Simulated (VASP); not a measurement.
Write the native input for VASP 6.6.1 that does the following.

```
Task                   : single point
Functional             : LDA
Potentials or basis    : VASP PAW LDA potentials, release 64 (Mg)
Cutoff                 : 520 eV
k mesh                 : 18 × 18 × 10
Occupations            : gaussian, width 0.15 eV
Spin                   : no spin polarisation
Dipole correction      : no
Further INCAR settings : ALGO = Normal; EDIFF = 1e-06; NBANDS = 9
```

The structure of Mg lies in POSCAR:

```
Mg
1.0
    3.4660132551      0.0000000000      0.0000000000
   -1.7330066275      3.0016555288      0.0000000000
    0.0000000000      0.0000000000      5.6271564000
Mg
2
Direct
    0.3333333333      0.6666666667      0.2500000000
    0.6666666667      0.3333333333      0.7500000000
```

This cell differs from its parent crystal: strain +0.080 along x and y, +0.080 along z.

These files were run (other wordings do the same):

INCAR

```
SYSTEM = Mg
PREC = Accurate
ENCUT = 520
EDIFF = 1E-6
ISMEAR = 0
SIGMA = 0.15
LREAL = .False.
LASPH = .True.
NELM = 80
ALGO = Normal
ISIF = 2
LWAVE = .False.
LCHARG = .False.
GGA = CA
NBANDS = 9
```

KPOINTS

```
regular mesh
0
Gamma
  18 18 10
  0 0 0
```

Potentials or basis: VASP PAW LDA potentials, release 64 (Mg).

Command:

```bash
$ cat potpaw_LDA.64/Mg/POTCAR > POTCAR
$ mpirun -np 1 vasp_std > vasp.out
```

Results of the run:

* Pressure: -6.6 GPa
* Band gap on the k mesh: zero (band 2 reaches 2.33 eV, above the bottom of band 3 at 0.08 eV)

Caveat: the cell differs from its parent crystal (strain +0.080 along x and y, +0.080 along z).

Wall time 110 s on 1 thread of Intel Xeon 8259CL, with other jobs on the host, peak memory 0.24 GiB.
